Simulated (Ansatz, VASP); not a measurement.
Bi2Te3 in VASP and in Ansatz

```
CELL_PARAMETERS angstrom
4.34974 0.00000 0.00000
-2.17487 3.76698 0.00000
0.00000 0.00000 41.03016
ATOMIC_POSITIONS crystal
Te 0.00000 0.00000 0.40770
Te 0.66667 0.33333 0.50000
Te 0.33333 0.66667 0.59230
Bi 0.33333 0.66667 0.45019
Bi 0.00000 0.00000 0.54981
```

Alike in both runs: functional PBE; dispersion D3(BJ); k mesh 6 × 6 × 1; occupations gaussian, width 0.02 eV; no spin polarisation.

Ansatz relaxed the structure, and its values are those at the end. VASP's run is a single point on that final structure, the one shown.

```csv
,VASP,Ansatz
version,VASP 6.6.1,Ansatz 0.2.0
potentials or method,"VASP PAW PBE potentials, release 64 (Te, Bi_d), cutoff 520 eV","scalar-relativistic, plane waves, PAW"
valence electrons in the cell,48,78
```

VASP gave:

| Quantity | Value |
| --- | --- |
| gap on the k mesh at the Fermi level (eV) | 1.10 |
| least direct gap on the mesh (eV) | 1.34 |
| rms of the force components (eV/Å) | 0.006 |

**Question.** Estimate Ansatz's values.

**Answer.** gap on the k mesh at the Fermi level (eV): 1.11; least direct gap on the mesh (eV): 1.35; rms of the force components (eV/Å): 0.001.

VASP's potentials hold 48 valence electrons a cell and Ansatz's 78, so a difference there can come from the potentials and not from the codes.

Neither program's run includes spin-orbit coupling.
